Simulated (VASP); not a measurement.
# Cs2SiC2 (Ibam) in VASP: single point with PBE

Aim: the single point of Cs2SiC2 with PBE.

All numbers are computed with VASP 6.6.1; they aren't measurements. Logs are shortened: lines on timing, memory, paths and dates and some standing lists are left out, and cuts for length are marked.

## 1. The cell of the first run

It takes space group Ibam (No. 72, orthorhombic). The conventional cell has a = 7.005 Å, b = 13.263 Å, c = 5.817 Å, α = 90.00°, β = 90.00°, γ = 90.00°. Within 4.6 Å of Cs (site symmetry m) lie 6 C at 3.29 to 3.68 Å and 2 Si at 3.40 Å and 7 Cs at 3.70 to 4.57 Å. Si (site symmetry 222) has 4 C at 2.14 Å and 2 Si at 2.91 Å within 3.0 Å. Within 2.8 Å of C (site symmetry m) lie 2 Si at 2.14 Å.

## 2. Single point, PBE

Contents of INCAR:

```
SYSTEM = Cs2SiC2
PREC = Accurate
ENCUT = 600
EDIFF = 1E-6
ISMEAR = -1
SIGMA = 0.0144
LREAL = .False.
LASPH = .True.
NELM = 120
ALGO = Normal
ISIF = 2
LWAVE = .False.
LCHARG = .False.
GGA = PE
NBANDS = 41
GGA_COMPAT = .False.
```

Contents of KPOINTS:

```
Automatic mesh
0
Gamma
  6 6 6
  0 0 0
```

Contents of POSCAR:

```
Cs2SiC2
1.0
    0.0000000000      0.0000000000      5.8169010000
    6.6313230000     -3.5027200000      2.9084500000
    6.6313230000      3.5027200000     -2.9084500000
Cs Si C
4 2 4
Direct
    0.3364000000      0.0147000000      0.6875000000
    0.6636000000      0.9853000000      0.3125000000
    0.1636000000      0.6875000000      0.0147000000
    0.8364000000      0.3125000000      0.9853000000
    0.2500000000      0.5000000000      0.5000000000
    0.7500000000      0.5000000000      0.5000000000
    0.3480000000      0.7393000000      0.4353000000
    0.6520000000      0.2607000000      0.5647000000
    0.1520000000      0.4353000000      0.7393000000
    0.8480000000      0.5647000000      0.2607000000
```

Potentials or basis: VASP PAW PBE potentials, release 64 (Cs_sv, Si, C).

The run is started by

```sh
$ cat potpaw_PBE.64/Cs_sv/POTCAR potpaw_PBE.64/Si/POTCAR potpaw_PBE.64/C/POTCAR > POTCAR
$ mpirun -np 1 vasp_std > vasp.out
```

OUTCAR:

```text
SYSTEM = Cs2SiC2
   PREC = Accurate
   ENCUT = 600
   EDIFF = 1E-6
   ISMEAR = -1
   LREAL = .False.
   LASPH = .True.
   NELM = 120
   ISIF = 2
   GGA = PE

 ion  position               nearest neighbor table
   1  0.336  0.015  0.688-
   2  0.664  0.985  0.312-
   3  0.164  0.688  0.015-
   4  0.836  0.312  0.985-
   5  0.250  0.500  0.500-   7 2.14   9 2.14   8 2.14  10 2.14   6 2.91   6 2.91
   6  0.750  0.500  0.500-   8 2.14  10 2.14   9 2.14   7 2.14   5 2.91   5 2.91
   7  0.348  0.739  0.435-   5 2.14   6 2.14
   8  0.652  0.261  0.565-   6 2.14   5 2.14
   9  0.152  0.435  0.739-   5 2.14   6 2.14
  10  0.848  0.565  0.261-   6 2.14   5 2.14

  LATTYP: Found a body centered orthorhombic cell.
 ALAT       =     5.8169010000
 B/A-ratio  =     1.2043251209
 C/A-ratio  =     2.2800192061

  Lattice vectors:

 A1 = (  -6.6313230000,  -3.5027200000,   2.9084500000)
 A2 = (  -6.6313230000,   3.5027200000,  -2.9084500000)
 A3 = (   6.6313230000,  -3.5027200000,  -2.9084510000)

Analysis of symmetry for initial positions (statically):
=====================================================================
 Subroutine PRICEL returns:
 Original cell was already a primitive cell.

 Routine SETGRP: Setting up the symmetry group for a
 body centered orthorhombic supercell.

 Subroutine GETGRP returns: Found  8 space group operations
 (whereof  4 operations were pure point group operations)
 out of a pool of  8 trial point group operations.

The static configuration has the point symmetry C_2h.
 The point group associated with its full space group is D_2h.

Analysis of symmetry for dynamics (positions and initial velocities):
=====================================================================
 Subroutine PRICEL returns:
 Original cell was already a primitive cell.

 Routine SETGRP: Setting up the symmetry group for a
 body centered orthorhombic supercell.

 Subroutine GETGRP returns: Found  8 space group operations
 (whereof  4 operations were pure point group operations)
 out of a pool of  8 trial point group operations.

The dynamic configuration has the point symmetry C_2h.
 The point group associated with its full space group is D_2h.

 Subroutine INISYM returns: Found  8 space group operations
[... 116 lines left out ...]
   NSW    =      0    number of steps for IOM
   IBRION =     -1    ionic relax: 0-MD 1-quasi-New 2-CG
   NFREE  =      0    steps in history (QN), initial steepest desc. (CG)
   ISIF   =      2    stress and relaxation
   ISYM   =      2    0-nonsym 1-usesym 2-fastsym
   POTIM  = 0.5000    time-step for ionic-motion
   TEBEG  =    0.0;   TEEND  =   0.0 temperature during run
   PSTRESS=    0.0 pullay stress
   NELECT =      60.0000    total number of electrons
   NUPDOWN=      -1.0000    fix difference up-down
   EMIN   =  10.00;   EMAX   =-10.00  energy-range for DOS
   EFERMI =   0.00;   METHOD = LEGACY
   ISMEAR =    -1;   SIGMA  =   0.01  broadening in eV -4-tet -1-fermi 0-gaus
   EFERMI_NEDOS =   21; number of points for ismear=-14 and -15
   IALGO  =     38    algorithm
   IMIX   =      4    mixing-type and parameters
     AMIX     =   0.40;   BMIX     =  1.00
     AMIX_MAG =   1.60;   BMIX_MAG =  1.00
  volume/ion in A,a.u.               =      27.02       182.36
  Fermi-wavevector in a.u.,A,eV,Ry     =   0.991325  1.873333 13.370795  0.982726
  Thomas-Fermi vector in A             =   2.123059
   LORBIT       =      0    0 simple, 1 ext, 2 COOP (PROOUT), +10 PAW based schemes
   GGA     = PE    functional components
   LHFCALC =     F    Hartree Fock is set to
   AEXX    =    0.0000 exact exchange contribution
   IVDW    =     0    specifies the selected vdW correction
   LEPSILON=     F    determine dielectric tensor
   LRPA    =     F    only Hartree local field effects (RPA)
 non-spin polarized calculation
  energy-cutoff  :      600.00
  volume of cell :      270.23
 maximum number of plane-waves:      9068
 NGX is ok and might be reduce to    48
   NGX = 23   NGY = 33   NGZ = 33

 number of electron      59.9999999 magnetization

 Free energy of the ion-electron system (eV)
  ---------------------------------------------------
  ext. energy  EPLUGINS =         0.00000000
  ---------------------------------------------------
  free energy    TOTEN  =       -40.66587047 eV

  energy without entropy =      -40.65790559  energy(sigma->0) =      -40.66188803

 E-fermi :   2.6518     XC(G=0):  -8.6150

 val. band max:        2.6509927411   @ k =   0.1667  -0.1667   0.1667
 cond. band min:       2.6540152711   @ k =   0.0000   0.3333   0.1667
 fundamental gap:      0.0030225300
 Fermi energy:         2.6518096141

 k-point     1 :       0.0000    0.0000    0.0000
  band No.  band energies     occupation
      1     -19.5434      2.00000
      2     -19.4182      2.00000
      3     -19.2825      2.00000
      4     -19.2474      2.00000
      5      -9.1453      2.00000
      6      -7.0028      2.00000
[... 1045 lines left out ...]
     40       7.1568      0.00000
     41       7.3213      0.00000

 [... further k-points ...]

------------------------ aborting loop because EDIFF is reached ----------------------------------------

  FORCE on cell =-STRESS in cart. coord.  units (eV):
  Direction    XX          YY          ZZ          XY          YZ          ZX
  --------------------------------------------------------------------------------------
  -------------------------------------------------------------------------------------
  Total       -8.8983555     -4.7011114    -13.7047876      0.0000000     -0.0000007      0.0000000
  in kB      -52.7585759    -27.8730090    -81.2560334      0.0000000     -0.0000040      0.0000000
  external PRESSURE =     -53.9625395 kB  Pullay stress =       0.0000000 kB

 VOLUME and BASIS-vectors are now :
 -----------------------------------------------------------------------------
  energy-cutoff  :      600.00
  volume of cell :      270.23
      direct lattice vectors                 reciprocal lattice vectors
     0.000000000  0.000000000  5.816901000     0.000000000  0.142746184  0.171912845
     6.631323000 -3.502720000  2.908450000     0.075399735 -0.142746209  0.000000000
     6.631323000  3.502720000 -2.908450000     0.075399735  0.142746209  0.000000000

 POSITION                                       TOTAL-FORCE (eV/Angst)
 -----------------------------------------------------------------------------------
      4.65652      2.35663      0.00000        -0.173524     -0.005892     -0.000000
      8.60613     -2.35663      5.81690         0.173524      0.005892      0.000000
      4.65652     -2.35663      2.90845        -0.173524      0.005892      0.000000
      8.60613      2.35663      2.90845         0.173524     -0.005892     -0.000000
      6.63132      0.00000      1.45423        -0.000000      0.000000     -0.000000
      6.63132      0.00000      4.36268        -0.000000      0.000000     -0.000000
      7.78915     -1.06483      2.90845        -2.048612      1.635248      0.000000
      5.47349      1.06483      2.90845         2.048612     -1.635248     -0.000000
      7.78915      1.06483      0.00000        -2.048612     -1.635248     -0.000000
      5.47349     -1.06483      5.81690         2.048612      1.635248      0.000000
 -----------------------------------------------------------------------------------
    total drift:                                0.000000      0.000000     -0.000000

  FREE ENERGIE OF THE ION-ELECTRON SYSTEM (eV)
  ---------------------------------------------------
  free  energy   TOTEN  =       -40.6658704699 eV

  energy  without entropy=      -40.6579055858  energy(sigma->0) =      -40.66188803
```

Wall time 27 min (1 thread of Intel Xeon 8259CL, shared host); peak memory 0.78 GiB.

Results:

| Property | Result |
| --- | --- |
| Free energy | -40.6659 eV |
| Pressure | -5.4 GPa |
| Largest force | 2.621 eV/Å |
| Band gap on the k mesh | zero (bands 30 and 31 overlap by 0.20 eV) |

Forces in eV/Å, atoms in the order of the input:
```
Cs  -0.174 -0.006  0.000
Cs   0.174  0.006  0.000
Cs  -0.174  0.006  0.000
Cs   0.174 -0.006  0.000
Si   0.000  0.000  0.000
Si   0.000  0.000  0.000
C   -2.049  1.635  0.000
C    2.049 -1.635  0.000
C   -2.049 -1.635  0.000
C    2.049  1.635  0.000
```

Caveat: the stress differs along the axes, from -8 to -3 GPa; spin-orbit coupling is left out, which moves the levels of the heavy elements; forces of over 1 eV/Å act on the atoms, so gaps and moduli don't describe the material at rest.
